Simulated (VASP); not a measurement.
Write the native input for VASP 6.6.1 that does the following.

| Quantity | Value |
| --- | --- |
| Task | single point |
| Functional | LDA |
| Potentials or basis | VASP PAW LDA potentials, release 64 (C, Mg) |
| Cutoff | 520 eV |
| k mesh | 2 × 2 × 1 |
| Occupations | fermi-dirac, width 0.05 eV |
| Spin | no spin polarisation |
| Dipole correction | no |
| Further INCAR settings | LREAL = Auto; ALGO = Normal; EDIFF = 1e-07; NBANDS = 52 |

The structure of MgC18 lies in POSCAR:

```
MgC18
1.0
    7.3980000000      0.0000000000      0.0000000000
   -3.6990000000      6.4068560000      0.0000000000
    0.0000000000      0.0000000000     12.0000000000
C Mg
18 1
Direct
   -0.0008741842      0.0015903331      0.0828324954
    0.2215009391      0.1127877555      0.0831126043
   -0.0012763775      0.3356032815      0.0830343525
    0.2202741488      0.4456426666      0.0830046519
   -0.0012934252      0.6672142932      0.0831403771
    0.2202610984      0.7786969074      0.0830216407
    0.3315620222      0.0012953808      0.0830134739
    0.5531124882      0.1128077714      0.0829858806
    0.3315728183      0.3343426540      0.0830311242
    0.5531281442      0.4444118202      0.0830961246
    0.3303107057      0.6671931452      0.0830114785
    0.5526949476      0.7783749760      0.0826704777
    0.6643077798      0.0016147748      0.0826246664
    0.8875450287      0.1132204959      0.0827052936
    0.6646264532      0.3343571238      0.0830114886
    0.8872246170      0.4456585300      0.0830261517
    0.6643286866      0.6667891556      0.0828038252
    0.8875205973      0.7784034991      0.0828804629
    0.7735438117      0.8914294360      0.2544928303
```

The input as run:

INCAR

```
PREC     = Accurate       # precision mode
ENCUT    = 520            # plane-wave cutoff, eV
EDIFF    = 1E-7           # SCF threshold, eV
ISMEAR   = -1             # smearing method
SIGMA    = 0.05           # smearing width, eV
LREAL    = Auto         
LASPH    = True           # aspherical terms in the spheres
NELM     = 100            # most SCF steps
ALGO     = Normal         # electronic algorithm
ISIF     = 2              # what is computed and relaxed
LWAVE    = False          # write WAVECAR
LCHARG   = False          # write CHGCAR
GGA      = CA             # functional
NBANDS   = 52             # bands
```

KPOINTS

```
regular mesh
0
Gamma
  2 2 1
```

Potentials or basis: VASP PAW LDA potentials, release 64 (C, Mg).

Launch:

```console
$ cat potpaw_LDA.64/C/POTCAR potpaw_LDA.64/Mg/POTCAR > POTCAR
$ mpirun -np 1 vasp_std > vasp.out
```

It gave:

- Largest force: 0.049 eV/Å
- Band gap on the k mesh: zero (bands 37 and 38 overlap by 0.09 eV)

Caveat: the k points lie up to 0.49 Å⁻¹ apart.

Run time: 7.2 min on 1 thread of Intel Xeon 8259CL, on a shared host, peak memory 0.44 GiB.
